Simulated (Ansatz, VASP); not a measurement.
# One calculation of Ga3Sb, two programs

File INCAR:

```
ALGO = Normal ; EDIFF = 1E-6
EDIFFG = -0.04 ; ENCUT = 600
GGA = PE ; IBRION = 2
ISIF = 3 ; ISMEAR = 0
LASPH = T ; LCHARG = F
LREAL = F ; LWAVE = F
NELM = 80 ; NSW = 90
PREC = Accurate ; SIGMA = 0.1
```

The input KPOINTS:

```
k-points
0
Gamma
  6 6 2
```

The input POSCAR:

```
Ga3Sb
1.0
    3.7392727400      0.0000000000      0.0000000000
   -1.8696363700      3.2383051800      0.0000000000
    0.0000000000      0.0000000000      7.6816292700
Ga Sb
3 1
Direct
    0.3333333300      0.6666666700      0.0261111400
    0.6666666700      0.3333333300      0.9738888600
    0.0000000000      0.0000000000      0.0000000000
    0.0000000000      0.0000000000      0.5000000000
```

Input for Ansatz:

```yaml
crystal:
  lattice:
    - [3.73927274, 0.0, 0.0]
    - [-1.86963637, 3.23830518, 0.0]
    - [0.0, 0.0, 7.68162927]
  atoms:
    - { symbol: Ga, position: [0.33333333, 0.66666667, 0.02611114] }
    - { symbol: Ga, position: [0.66666667, 0.33333333, 0.97388886] }
    - { symbol: Ga, position: [0.0, 0.0, 0.0] }
    - { symbol: Sb, position: [0.0, 0.0, 0.5] }
basis:
  ecutwfc: 420
kpoints:
  mp_grid: { grid: [6, 6, 2] }
hamiltonian:
  xc: pbe
scf:
  occupations: { method: gaussian, width: 0.1 }
  lower_state_search: "off"
output:
  forces: true
  stress: true
  eigenvalues: true
relax:
  adjacent_minimum: "off"
  f_tol: 0.04
  max_steps: 70
  cell: { stress_tol: 0.4 }
```

Alike in both runs: task relaxation of cell and atoms; functional PBE; k mesh 6 × 6 × 2; occupations gaussian, width 0.1 eV; no spin polarisation.

|  | VASP | Ansatz |
| --- | --- | --- |
| version | VASP 6.6.1 | Ansatz 0.2.0 |
| potentials or method | VASP PAW PBE potentials, release 64 (Ga_d, Sb), cutoff 600 eV | scalar-relativistic, plane waves, PAW |
| valence electrons in the cell | 44 | 54 |

|  | VASP | Ansatz | Ansatz less VASP |
| --- | --- | --- | --- |
| gap on the k mesh at the Fermi level, each at its own relaxed structure (eV) | none | none | - |
| relaxed volume (Å³/atom) | 23.78 | 22.63 | -1.149 |
| relaxed cell length with the largest relative difference (Å) | 5.630 | 6.953 | +1.3230 |

A gap of «none» marks a metal or a gap that the smearing closes. One of these differences is far larger than is usual between the two programs; its cause wasn't traced. VASP's potentials hold 44 valence electrons a cell and Ansatz's 54, so a difference there can come from the potentials and not from the codes.

The k mesh is coarse, so the values compare programs but aren't converged. Spin-orbit coupling is off throughout.
